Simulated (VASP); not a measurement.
# KF (F-43m) in VASP: a series of runs, part 2 of 2

VASP 6.6.1.

## (3) G0W0 quasiparticle levels, LDA

The input, POSCAR:

```
KF
1.0
    0.0000000000      2.9354014086      2.9354014086
    2.9354014086      0.0000000000      2.9354014086
    2.9354014086      2.9354014086      0.0000000000
K F
1 1
Direct
    0.0000000000      0.0000000000      0.0000000000
    0.2500000000      0.2500000000      0.2500000000
```

The input, INCAR.step1:

```
SYSTEM = KF
PREC = Accurate
ENCUT = 500
EDIFF = 1E-8
ISMEAR = 0
SIGMA = 0.01
LREAL = .False.
LASPH = .True.
NELM = 80
ALGO = Normal
LWAVE = .True.
LCHARG = .False.
GGA = CA
```

The input, INCAR.step2:

```
SYSTEM = KF
PREC = Accurate
ENCUT = 500
EDIFF = 1E-8
ISMEAR = 0
SIGMA = 0.01
LREAL = .False.
LASPH = .True.
NELM = 1
ALGO = Exact
LWAVE = .True.
LCHARG = .False.
GGA = CA
NBANDS = 198
LOPTICS = .True.
ISTART = 1
```

The input, INCAR.step3:

```
SYSTEM = KF
PREC = Accurate
ENCUT = 500
EDIFF = 1E-8
ISMEAR = 0
SIGMA = 0.01
LREAL = .False.
LASPH = .True.
ALGO = EVGW0
LWAVE = .False.
LCHARG = .False.
GGA = CA
NELMGW = 1
NBANDS = 198
ENCUTGW = 140.0
NOMEGA = 96
PRECFOCK = Fast
ISTART = 1
NBANDSGW = 16
OMEGAMAX = 20
```

The input, KPOINTS:

```
Automatic mesh
0
Gamma
  4 4 4
  0 0 0
```

Potentials or basis: VASP PAW LDA potentials, release 64 (K_sv_GW, F_GW).

Run with:

```console
$ cat potpaw_LDA.64/K_sv_GW/POTCAR potpaw_LDA.64/F_GW/POTCAR > POTCAR
$ cp INCAR.step1 INCAR
$ mpirun -np 1 vasp_std > vasp.out
$ cp INCAR.step2 INCAR
$ mpirun -np 1 vasp_std > vasp.out
$ cp INCAR.step3 INCAR
$ mpirun -np 1 vasp_std > vasp.out
```

OUTCAR:

```text
SYSTEM = KF
   PREC = Accurate
   ENCUT = 500
   EDIFF = 1E-8
   ISMEAR = 0
   LREAL = .False.
   LASPH = .True.
   GGA = CA
   NELMGW = 1
   ENCUTGW = 140.0
   PRECFOCK = Fast
   ISTART = 1

 ion  position               nearest neighbor table
   1  0.000  0.000  0.000-   2 2.54   2 2.54   2 2.54   2 2.54
   2  0.250  0.250  0.250-   1 2.54   1 2.54   1 2.54   1 2.54

  LATTYP: Found a face centered cubic cell.
 ALAT       =     5.8708028172

  Lattice vectors:

 A1 = (   0.0000000000,   2.9354014086,   2.9354014086)
 A2 = (   2.9354014086,   0.0000000000,   2.9354014086)
 A3 = (   2.9354014086,   2.9354014086,   0.0000000000)

Analysis of symmetry for initial positions (statically):
=====================================================================
 Subroutine PRICEL returns:
 Original cell was already a primitive cell.

 Routine SETGRP: Setting up the symmetry group for a
 face centered cubic supercell.

 Subroutine GETGRP returns: Found 24 space group operations
 (whereof 24 operations were pure point group operations)
 out of a pool of 48 trial point group operations.

The static configuration has the point symmetry T_d .

Analysis of symmetry for dynamics (positions and initial velocities):
=====================================================================
 Subroutine PRICEL returns:
 Original cell was already a primitive cell.

 Routine SETGRP: Setting up the symmetry group for a
 face centered cubic supercell.

 Subroutine GETGRP returns: Found 24 space group operations
 (whereof 24 operations were pure point group operations)
 out of a pool of 48 trial point group operations.

The dynamic configuration has the point symmetry T_d .

 Subroutine INISYM returns: Found 24 space group operations
 (whereof 24 operations are pure point group operations),
 and found     1 'primitive' translations

----------------------------------------------------------------------------------------

                                     Primitive cell

  volume of cell :      50.5863

  direct lattice vectors                    reciprocal lattice vectors
     0.000000000  2.935401409  2.935401409    -0.170334455  0.170334455  0.170334455
     2.935401409  0.000000000  2.935401409     0.170334455 -0.170334455  0.170334455
     2.935401409  2.935401409  0.000000000     0.170334455  0.170334455 -0.170334455

  length of vectors
     4.151284483  4.151284483  4.151284483     0.295027931  0.295027931  0.295027931

  position of ions in fractional coordinates (direct lattice)
     0.000000000  0.000000000  0.000000000
     0.250000000  0.250000000  0.250000000

  ion indices of the primitive-cell ions
   primitive index   ion index
                 1           1
                 2           2

----------------------------------------------------------------------------------------

 KPOINTS: Automatic mesh

Automatic generation of k-mesh.
 Grid dimensions read from file:
 generate k-points for:    4    4    4

 Generating k-lattice:

  Cartesian coordinates                     Fractional coordinates (reciprocal lattice)
    -0.042583614  0.042583614  0.042583614     0.250000000  0.000000000  0.000000000
     0.042583614 -0.042583614  0.042583614     0.000000000  0.250000000  0.000000000
     0.042583614  0.042583614 -0.042583614     0.000000000  0.000000000  0.250000000

  Length of vectors
     0.073756983  0.073756983  0.073756983

  Shift w.r.t. Gamma in fractional coordinates (k-lattice)
     0.000000000  0.000000000  0.000000000

 Subroutine IBZKPT returns following result:
 ===========================================

 Found      8 irreducible k-points:

 Following reciprocal coordinates:
            Coordinates               Weight
  0.000000  0.000000  0.000000      1.000000
  0.250000  0.000000  0.000000      8.000000
  0.500000  0.000000  0.000000      4.000000
  0.250000  0.250000  0.000000      6.000000
  0.500000  0.250000  0.000000     24.000000
 -0.250000  0.250000  0.000000     12.000000
  0.500000  0.500000  0.000000      3.000000
 -0.250000  0.500000  0.250000      6.000000
   k-points           NKPTS =      8   k-points in BZ     NKDIM =     64   number of bands    NBANDS=    198
   number of dos      NEDOS =    301   number of ions     NIONS =      2
   total plane-waves  NPLWV =  27000
   dimension x,y,z NGX =    30 NGY =   30 NGZ =   30
   dimension x,y,z NGXF=    60 NGYF=   60 NGZF=   60
   ions per type =               1   1
   NGX,Y,Z   is equivalent  to a cutoff of  12.01, 12.01, 12.01 a.u.
   NGXF,Y,Z  is equivalent  to a cutoff of  24.03, 24.03, 24.03 a.u.
 SYSTEM =  KF
   PREC   = accura    normal or accurate (medium, high low for compatibility)
   ISTART =      1    job   : 0-new  1-cont  2-samecut
   ICHARG =      0    charge: 1-file 2-atom 10-const
   ISPIN  =      1    spin polarized calculation?
   LNONCOLLINEAR =      F non collinear calculations
   LSORBIT =      F    spin-orbit coupling
   LASPH  =      T    aspherical Exc in radial PAW
   ENCUT  =  500.0 eV  36.75 Ry    6.06 a.u.   7.57  7.57  7.57*2*pi/ulx,y,z
   NELM   =     60;   NELMIN=  2; NELMDL=  0     # of ELM steps
   EDIFF  = 0.1E-07   stopping-criterion for ELM
   LREAL  =      F    real-space projection
   EDIFFG = 0.1E-06   stopping-criterion for IOM
   NSW    =      0    number of steps for IOM
   IBRION =     -1    ionic relax: 0-MD 1-quasi-New 2-CG
   NFREE  =      0    steps in history (QN), initial steepest desc. (CG)
   ISIF   =      0    stress and relaxation
   ISYM   =      3    0-nonsym 1-usesym 2-fastsym
   POTIM  = 0.5000    time-step for ionic-motion
   TEBEG  =    0.0;   TEEND  =   0.0 temperature during run
   PSTRESS=    0.0 pullay stress
   NELECT =      16.0000    total number of electrons
   NUPDOWN=      -1.0000    fix difference up-down
   EMIN   =  10.00;   EMAX   =-10.00  energy-range for DOS
   EFERMI =   0.00;   METHOD = LEGACY
   ISMEAR =     0;   SIGMA  =   0.01  broadening in eV -4-tet -1-fermi 0-gaus
   EFERMI_NEDOS =   21; number of points for ismear=-14 and -15
   IALGO  =     38    algorithm
   IMIX   =      4    mixing-type and parameters
     AMIX     =   0.40;   BMIX     =  1.00
     AMIX_MAG =   1.60;   BMIX_MAG =  1.00
  volume/ion in A,a.u.               =      25.29       170.69
  Fermi-wavevector in a.u.,A,eV,Ry     =   1.115417  2.107833 16.927763  1.244155
  Thomas-Fermi vector in A             =   2.252022
   LORBIT       =      0    0 simple, 1 ext, 2 COOP (PROOUT), +10 PAW based schemes
   GGA     = CA    functional components
   LHFCALC =     T    Hartree Fock is set to
   PRECFOCK=fast      Normal, Fast or Accurate (Low or Medium for compatibility)
   ENCUT4O =  -1.0   cutoff for four orbital integrals eV
   NKREDX  =     1    reduce k-point grid by
   NKREDY  =     1    reduce k-point grid by
   NKREDZ  =     1    reduce k-point grid by
   AEXX    =    1.0000 exact exchange contribution
   HFSCREEN=    0.0000 screening length (either q_TF or 0.3 A-1)
   HFSCREENC=   0.0000 screening length for correlation (either q_TF or 0.3 A-1)
   ENCUTFOCK=  -1.0 apply spherical cutoff to Coloumb kernel
   IVDW    =     0    specifies the selected vdW correction
   LEPSILON=     F    determine dielectric tensor
   LRPA    =     F    only Hartree local field effects (RPA)
   LRPAFORCE           =     F    calculate RPA forces
   ENCUTGW             = 140.0    cutoff for response function in eV
   ENCUTGWSOFT         = 112.0    soft cutoff for Coulomb kernel in GW response function in eV
   ENCUTLF             =  -1.0    cutoff for local field effects
   NELMGW              =     1    number of iterations in solving QP/BSE equation
   NELMHF              =     1    number of iterations in the inner HF iteration
   NKREDLFX            =     1    NKREDLFY  =   1   NKREDLFZ  =   1
 non-spin polarized calculation
 Gauss-broadening in eV      SIGMA  =   0.01
  energy-cutoff  :      500.00
  volume of cell :       50.59
 maximum number of plane-waves:      1304
  NGX = 18; NGY = 18; NGZ = 18
   NGX = 15   NGY = 15   NGZ = 15
 maximum number of plane-waves:       200
 NGX is ok and might be reduce to    18

 QP shifts <psi_nk| G(iteration)W_0 |psi_nk>: iteration 1
 for sc-GW calculations column KS-energies equals QP-energies in previous step
 and V_xc(KS)=  KS-energies - (<T + V_ion + V_H > + <T+V_H+V_ion>^1  + <V_x>^1)

 k-point   1 :       0.0000    0.0000    0.0000
  band No.  KS-energies  QP-energies   sigma(KS)   V_xc(KS)     V^pw_x(r,r')   Z            occupation Imag(sigma)

      1     -27.9928     -30.3623     -21.9215     -18.1940     -30.6569       0.6357       2.0000       0.5031
      2     -20.3748     -25.2033     -28.2112     -22.4990     -36.8023       0.8453       2.0000       0.6910
      3     -11.6288     -15.2808     -22.2199     -17.8600     -24.6920       0.8376       2.0000       0.0529
      4     -11.6288     -15.2808     -22.2199     -17.8600     -24.6920       0.8376       2.0000       0.0529
      5     -11.6288     -15.2808     -22.2199     -17.8600     -24.6920       0.8376       2.0000       0.0529
      6      -2.5177      -4.8649     -24.0613     -20.9820     -28.5474       0.7623       2.0000       0.0645
[... 8 lines left out ...]
     15      14.2950      16.1325      -4.8687      -6.9593      -1.9551       0.8790       0.0000      -0.1528
     16      14.2950      16.1325      -4.8687      -6.9593      -1.9551       0.8790       0.0000      -0.1528
[... 124 lines left out ...]
      1     -27.9323     -30.3220     -21.9844     -18.2496     -30.6825       0.6398       2.0000       0.4721
      2     -20.4948     -25.4392     -28.0770     -22.3354     -36.6343       0.8612       2.0000       0.6959
      3     -11.8367     -15.5079     -21.9096     -17.5231     -24.4228       0.8369       2.0000       0.0837
      4     -11.7691     -15.4282     -22.0327     -17.6520     -24.5505       0.8353       2.0000       0.0881
      5     -11.5759     -15.1928     -22.3125     -17.9598     -24.8046       0.8309       2.0000       0.0446
      6      -2.5736      -4.9469     -23.9134     -20.8003     -28.3999       0.7623       2.0000       0.0645
[... 8 lines left out ...]
     15      11.3170      14.1604      -7.6660     -10.9764      -4.5948       0.8589       0.0000      -0.0826
     16      12.6384      16.2050      -9.7361     -13.9113      -6.5543       0.8542       0.0000      -0.0792
```

Run time: 5.4 min. Hardware: 1 thread of AMD EPYC 9R14 (Zen 4), shared host; peak memory 0.52 GiB.

Results:

* Quasiparticle gap: 8.80 eV
* Least direct quasiparticle gap: 9.01 eV
* Band gap of the starting levels on the mesh: 4.94 eV
* Least direct gap of the starting levels on the mesh: 5.16 eV

Caveat: the k points lie up to 0.46 Å⁻¹ apart; bands, screening cutoff and mesh are small and nothing is extrapolated, so the quasiparticle values aren't converged; the structure was generated, so it needn't be the stable form of KF.
